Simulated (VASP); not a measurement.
The system is SiO2 (Stishovite).

```
CELL_PARAMETERS angstrom
4.17730 0.00000 0.00000
0.00000 4.17730 0.00000
0.00000 0.00000 2.66520
ATOMIC_POSITIONS crystal
Si 0.00000 0.00000 0.00000
Si 0.50000 0.50000 0.50000
O 0.30590 0.30590 0.00000
O 0.19410 0.80590 0.50000
O 0.69410 0.69410 0.00000
O 0.80590 0.19410 0.50000
```

```yaml
Program: VASP 6.6.1
Task: relaxation of cell and atoms
Functional: PBE
Potentials_or_basis: VASP PAW PBE potentials, release 64 (Si, O)
Cutoff: 600 eV
k_mesh: 6 × 6 × 8
Occupations: gaussian, width 0.1 eV
Spin: no spin polarisation
```

At the start: pressure 11.0 GPa; volume 7.75 Å³/atom.

Task: Where does the relaxation end?

Result: Over 5 steps the energy falls by 9.1 meV/atom and the volume is 8.03 Å³/atom (+3.6 %); space group P4_2/mnm (No. 136, to 0.05 Å).

The path:
| step | energy change (eV) | largest force (eV/Å) | pressure (GPa) | volume (Å³) |
| --- | --- | --- | --- | --- |
| 1 | 0.0000 | 0.0983 | 10.96 | 46.51 |
| 2 | 0.0336 | 0.4646 | -11.91 | 50.17 |
| 3 | -0.0520 | 0.1698 | 0.08 | 48.07 |
| 4 | -0.0520 | 0.1648 | 0.28 | 48.03 |
| 5 | -0.0545 | 0.0194 | 0.16 | 48.16 |

Final structure:
```
Si O
1.0
     4.22576    0.00000    0.00000
     0.00000    4.22576    0.00000
     0.00000    0.00000    2.69710
Si O
2 4
Direct
  0.00000 0.00000 0.00000
  0.50000 0.50000 0.50000
  0.30672 0.30672 0.00000
  0.19328 0.80672 0.50000
  0.69328 0.69328 0.00000
  0.80672 0.19328 0.50000
```

Caveat: the relaxation stopped at a loose force limit of 0.05 eV/Å, so its end isn't a converged minimum.
